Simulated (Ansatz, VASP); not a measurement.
CaPd4 in VASP and in Ansatz

```xyz
5
Lattice="4.8281 0.0000 0.0000 0.0000 4.8281 0.0000 0.0000 0.0000 4.8281" Properties=species:S:1:pos:R:3 pbc="T T T"
Ca    2.4140    2.4140    2.4140
Pd    0.0000    2.4140    2.4140
Pd    2.4140    0.0000    2.4140
Pd    2.4140    2.4140    0.0000
Pd    0.0000    0.0000    0.0000
```

Alike in both runs: task relaxation of cell and atoms; functional PBE; k mesh 8 × 8 × 8; occupations gaussian, width 0.1 eV; no spin polarisation.

```csv
,VASP,Ansatz
version,VASP 6.6.1,Ansatz 0.2.0
potentials or method,"VASP PAW PBE potentials, release 64 (Ca_sv, Pd), cutoff 600 eV","scalar-relativistic, plane waves, PAW"
valence electrons in the cell,50,82
```

VASP gave:

| Property | Result |
| --- | --- |
| gap on the k mesh at the Fermi level, each at its own relaxed structure (eV) | none |
| relaxed volume (Å³/atom) | 22.62 |
| relaxed length of the cell vector where the two differ most in proportion (Å) | 4.836 |

**Question.** Estimate Ansatz's values.

**Answer.** gap on the k mesh at the Fermi level, each at its own relaxed structure (eV): none; relaxed volume (Å³/atom): 22.49; relaxed length of the cell vector where the two differ most in proportion (Å): 4.826.

A gap of «none» marks a metal or a gap that the smearing closes. VASP's potentials hold 50 valence electrons a cell and Ansatz's 82, so a difference there can come from the potentials and not from the codes.
